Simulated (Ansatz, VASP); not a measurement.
# SnO2: VASP beside Ansatz

```
CELL_PARAMETERS angstrom
-2.00007 2.00007 5.12368
2.00007 -2.00007 5.12368
2.00007 2.00007 -5.12368
ATOMIC_POSITIONS crystal
Sn 0.00000 0.00000 0.00000
Sn 0.75000 0.25000 0.50000
O 0.54652 0.04652 0.50000
O 0.20348 0.20348 0.00000
O 0.95348 0.45348 0.50000
O 0.79652 0.79652 0.00000
```

Alike in both runs: task single point; functional PBEsol; k mesh 9 × 9 × 9; occupations fermi-dirac, width 0.05 eV; no spin polarisation.

|  | VASP | Ansatz |
| --- | --- | --- |
| version | VASP 6.6.1 | Ansatz 0.2.0 |
| potentials or method | VASP PAW PBE potentials, release 64 (Sn_d, O), cutoff 520 eV | all-electron LAPW, scalar-relativistic |

Ansatz gave:

- gap on the k mesh at the Fermi level (eV): 1.56
- least direct gap on the mesh (eV): 1.95
- pressure (GPa): 0.6
- traceless stress, the component that is largest in VASP (GPa): -0.76
- rms of the force components (eV/Å): 0.039

Task: What did VASP give for the same quantities?

Result: gap on the k mesh at the Fermi level (eV): 1.55; least direct gap on the mesh (eV): 1.94; pressure (GPa): 1.2; traceless stress, the component that is largest in VASP (GPa): -0.59; rms of the force components (eV/Å): 0.027.

VASP's potentials were made for PBE, not for PBEsol. Atom by atom the forces differ by 0.013 eV/Å (rms over components). Ansatz ran all-electron here, and VASP with PAW potentials.
